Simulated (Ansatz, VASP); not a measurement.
## One calculation of Au, two programs

```
Au
1.0
     0.00000    2.02296    2.02296
     2.02296    0.00000    2.02296
     2.02296    2.02296    0.00000
Au
1
Direct
  0.00000 0.00000 0.00000
```

Alike in both runs: task single point; functional LDA; k mesh 13 × 13 × 13; no spin polarisation.

|  | VASP | Ansatz |
| --- | --- | --- |
| version | VASP 6.6.1 | Ansatz 0.2.0 |
| potentials or method | VASP PAW LDA potentials, release 64 (Au), cutoff 520 eV | plane waves (420 eV) with PAW, scalar-relativistic |
| occupations | methfessel-paxton of order 1, width 0.6 eV | cold, width 0.6 eV |
| valence electrons in the cell | 11 | 19 |

```tsv
	VASP	Ansatz	Ansatz less VASP
pressure (GPa)	0.6	0.2	-0.38
```

Ansatz warns that its potentials were made for another functional, while VASP's fit it. LDA's correlation is that of Perdew and Zunger in VASP and of Perdew and Wang (1992) in Ansatz. VASP's potentials hold 11 valence electrons a cell and Ansatz's 19, so a difference there can come from the potentials and not from the codes.

Spin-orbit coupling is off throughout.
